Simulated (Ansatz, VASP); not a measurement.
**Two plane-wave programs on B5P**

```
B P
1.0
    -4.28081   -0.00305   -0.00005
    -0.00006    0.00084   -4.41842
    -0.00605   -8.55763    0.00159
B P
10 2
Cartesian
  -2.1414 -6.4181 -3.4918
  -2.1446 -2.1399 -3.4945
  -2.1456 -7.7251 -2.4065
  -2.1426 -3.4464 -2.4074
  -3.4496 -6.4201 -2.4054
  -3.4510 -2.1427 -2.4089
  -2.1448 -5.1130 -2.4055
  -2.1431 -0.8339 -2.4086
  -0.8356 -6.4202 -2.4053
  -0.8373 -2.1420 -2.4086
  -2.1413 -6.4190 -0.9675
  -2.1446 -2.1383 -0.9703
```

Change from the starting cell: cell x2, atoms moved at random (sigma 0.15 Å) and cell strained at random (1.5 %), then relaxed without symmetry.

Alike in both runs: functional PBE; k mesh 4 × 4 × 2; occupations gaussian, width 0.1 eV; no spin polarisation.

Ansatz relaxed the structure, and its values are those at the end. VASP's run is a single point on that final structure, the one shown.

|  | VASP | Ansatz |
| --- | --- | --- |
| version | VASP 6.6.1 | Ansatz 0.2.0 |
| potentials or method | VASP PAW PBE potentials, release 64 (B, P), cutoff 500 eV | scalar-relativistic, plane waves, PAW |
| valence electrons in the cell | 40 | 40 |

Ansatz gave:

```
gap on the k mesh at the Fermi level (eV) : 0.89
least direct gap on the mesh (eV)         : 0.99
pressure (GPa)                            : 0.0
rms of the force components (eV/Å)        : 0.007
```

Task: Estimate VASP's values.

Result: gap on the k mesh at the Fermi level (eV): 0.88; least direct gap on the mesh (eV): 0.98; pressure (GPa): -0.1; rms of the force components (eV/Å): 0.014.
